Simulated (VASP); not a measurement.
A run of VASP 6.6.1 is set up as follows.

File INCAR:

```
PREC     = Accurate       # precision mode
ENCUT    = 600            # plane-wave cutoff, eV
EDIFF    = 1E-7           # SCF threshold, eV
ISMEAR   = -1             # smearing method
SIGMA    = 0.1            # smearing width, eV
LREAL    = F              # projectors in reciprocal space
LASPH    = T              # aspherical terms in the spheres
NELM     = 80             # most SCF steps
ALGO     = Normal         # electronic algorithm
ISIF     = 3              # what is computed and relaxed
LWAVE    = F              # write WAVECAR
LCHARG   = F              # write CHGCAR
GGA      = PE             # functional
IBRION   = 2              # ionic algorithm
NSW      = 80             # ionic steps
EDIFFG   = -0.05          # ionic threshold
PSTRESS  = 80.0
```

The input KPOINTS:

```
regular mesh
0
Gamma
  8 8 8
```

Contents of POSCAR:

```
GaN
1.0
    0.0000000000      2.2535006100      2.2535006100
    2.2535006100      0.0000000000      2.2535006100
    2.2535006100      2.2535006100      0.0000000000
Ga N
1 1
Direct
    0.0000000000      0.0000000000      0.0000000000
    0.7500000000      0.7500000000      0.7500000000
```

Potentials or basis: VASP PAW PBE potentials, release 64 (Ga_d, N).

Run with:

```bash
$ cat potpaw_PBE.64/Ga_d/POTCAR potpaw_PBE.64/N/POTCAR > POTCAR
$ mpirun -np 1 vasp_std > vasp.out
```

Q: Predict the space group after relaxing (to 0.05 Å).

A: F-43m (No. 216).

Q: Predict the relaxed cell.

A: a = 3.170 Å, b = 3.170 Å, c = 3.170 Å, α = 60.00°, β = 60.00°, γ = 60.00°.

Final structure:
```xyz
2
Lattice="0.0000 2.2419 2.2419 2.2419 0.0000 2.2419 2.2419 2.2419 0.0000" Properties=species:S:1:pos:R:3 pbc="T T T"
Ga    0.0000    0.0000    0.0000
N     3.3628    3.3628    3.3628
```

Caveat: the cell is relaxed towards a set pressure, so the enthalpy falls and the energy may rise.
